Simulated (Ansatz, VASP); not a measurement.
## One calculation of RbBr, two programs

```xyz
2
Lattice="0.0000 3.4275 3.4275 3.4275 0.0000 3.4275 3.4275 3.4275 0.0000" Properties=species:S:1:pos:R:3 pbc="T T T"
Rb    0.0000    0.0000    0.0000
Br    3.0032    3.0032    3.4275
```

Alike in both runs: task single point; functional PBE; k mesh 6 × 6 × 6; occupations gaussian, width 0.05 eV; no spin polarisation.

|  | VASP | Ansatz |
| --- | --- | --- |
| version | VASP 6.6.1 | Ansatz 0.2.0 |
| potentials or method | VASP PAW PBE potentials, release 64 (Rb_sv, Br), cutoff 520 eV | scalar-relativistic, plane waves, PAW |
| valence electrons in the cell | 16 | 16 |

|  | VASP | Ansatz | Ansatz less VASP |
| --- | --- | --- | --- |
| gap on the k mesh at the Fermi level (eV) | 4.42 | 4.43 | +0.003 |
| least direct gap on the mesh (eV) | 4.42 | 4.43 | +0.003 |
| pressure (GPa) | 2.8 | 2.8 | -0.04 |
| traceless stress, the component that is largest in VASP (GPa) | -2.28 | -2.26 | +0.027 |
| rms of the force components (eV/Å) | 0.532 | 0.526 | -0.0059 |

Atom by atom the forces differ by 0.006 eV/Å (rms over components). With one functional, cell and mesh, what is left measures potentials, basis and numerics.
